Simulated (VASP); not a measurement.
Crystal: BeSi (L10 type).

```xyz
2
Lattice="2.5557 0.0000 0.0000 0.0000 2.5557 0.0000 0.0000 0.0000 3.4197" Properties=species:S:1:pos:R:3 pbc="T T T"
Be    0.0354    0.0354    0.0000
Si    1.2778    1.2778    1.7098
```

Base run:

* Program: VASP 6.6.1
* Functional: revPBE
* Potentials or basis: VASP PAW PBE potentials, release 64 (Be, Si)
* Cutoff: 520 eV
* k mesh: 14 × 14 × 11
* Occupations: fermi-dirac, width 0.05 eV
* Spin: no spin polarisation

Its results: band gap on the k mesh zero (bands 3 and 4 overlap by 9.95 eV); pressure 1.3 GPa; largest force 0.039 eV/Å.

Task: The run is repeated on the same cell with these changes: functional from revPBE to PBE. What comes out?

Result: Band gap on the k mesh zero (bands 3 and 4 overlap by 9.89 eV); pressure 0.1 GPa; largest force 0.032 eV/Å.

PBE binds more tightly than revPBE, so the same cell stands under less pressure.

Caveats: the PAW data sets were made with another functional, which shifts forces and pressure a little (at least some runs).
